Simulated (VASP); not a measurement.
Runs of VASP 6.6.1 on MgO (e600.b). The structure is that of space group Fm-3m (No. 225), or close to it. The cells are those of the table. 

```tsv
cell	gap on the mesh (eV)	pressure (GPa)
a = 2.947 Å, angles 60.0°, 2 atoms	(a)	9.5
a = 3.096 Å, angles 60.0°, 2 atoms	3.68	-11.7
a = 3.038 Å, angles 60.0°, 2 atoms	4.17	-5.1
a = 2.915 Å, angles 60.0°, 2 atoms	(b)	16.1
a = 3.067 Å, angles 60.0°, 2 atoms	3.92	-8.7
a = 2.978 Å, angles 60.0°, 2 atoms	4.73	3.8
a = 3.008 Å, angles 60.0°, 2 atoms	4.44	-1.1
```

Alike in all rows: task single point; level PBE; potentials or basis VASP PAW PBE potentials, release 64 (Mg, O); no spin polarisation; k mesh 10 × 10 × 10; cutoff (eV) 600; smearing gaussian 0.02 eV.

Task: Estimate the missing entries.

Result: (a) 5.05; (b) 5.38.

